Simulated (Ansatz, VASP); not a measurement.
## One calculation of Ag, two programs

```
Ag
1.0
     0.00000    2.05262    2.05262
     2.05262    0.00000    2.05262
     2.05262    2.05262    0.00000
Ag
1
Direct
  0.00000 0.00000 0.00000
```

Alike in both runs: functional r2SCAN; k mesh 18 × 18 × 18; occupations fermi-dirac, width 0.15 eV; no spin polarisation.

Ansatz relaxed the structure, and its values are those at the end. VASP's run is a single point on that final structure, the one shown.

|  | VASP | Ansatz |
| --- | --- | --- |
| version | VASP 6.6.1 | Ansatz 0.2.0 |
| potentials or method | VASP PAW PBE potentials, release 64 (Ag), cutoff 520 eV | scalar-relativistic, plane waves, PAW |
| valence electrons in the cell | 11 | 19 |

Ansatz gave:

```
gap on the k mesh at the Fermi level (eV) : none
pressure (GPa)                            : 0.0
```

Question: Estimate VASP's values.

Answer: gap on the k mesh at the Fermi level (eV): none; pressure (GPa): 0.1.

VASP's potentials were made for PBE, not for r2SCAN. A gap of «none» marks a metal or a gap that the smearing closes. With one functional, cell and mesh, what is left measures potentials, basis and numerics. VASP's potentials hold 11 valence electrons a cell and Ansatz's 19, so a difference there can come from the potentials and not from the codes.
